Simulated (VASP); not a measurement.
Write the native input for VASP 6.6.1 that does the following.

```
Task                   : single point
Functional             : LDA
Potentials or basis    : VASP PAW LDA potentials, release 64 (Cu)
Cutoff                 : 520 eV
k mesh                 : 4 × 4 × 2
Occupations            : methfessel-paxton, width 0.15 eV
Spin                   : no spin polarisation
Dipole correction      : no
Further INCAR settings : ALGO = Normal; EDIFF = 1e-07; NBANDS = 18
```

The structure of Cu lies in POSCAR:

```
Cu
1.0
    2.5340970000      0.0000000000      0.0000000000
   -1.2670480000      2.1945920000      0.0000000000
    0.0000000000      0.0000000000      4.1125710000
Cu
2
Direct
    0.3333333333      0.6666666667      0.2500000000
    0.6666666667      0.3333333333      0.7500000000
```

These files were run (other wordings do the same):

INCAR

```
  ALGO = Normal
  EDIFF = 1E-7
  ENCUT = 520
  GGA = CA
  ISIF = 2
  ISMEAR = 1
  LASPH = T
  LCHARG = F
  LREAL = F
  LWAVE = F
  NBANDS = 18
  NELM = 60
  PREC = Accurate
  SIGMA = 0.15
```

KPOINTS

```
k-points
0
Gamma
  4 4 2
```

Potentials or basis: VASP PAW LDA potentials, release 64 (Cu).

Launch:

```sh
$ cat potpaw_LDA.64/Cu/POTCAR > POTCAR
$ mpirun -np 1 vasp_std > vasp.out
```

Results of the run:

| Property | Result |
| --- | --- |
| Pressure | -5.9 GPa |
| Band gap on the k mesh | zero (band 11 reaches 8.68 eV, above the bottom of band 12 at 5.76 eV) |

Caveat: the k points lie up to 0.76 Å⁻¹ apart.

Wall time 4 s on 1 thread of Intel(R) Xeon(R) Platinum 8259CL CPU @ 2.50GHz (Skylake/Cascade Lake) (shared host), peak memory 0.12 GiB.
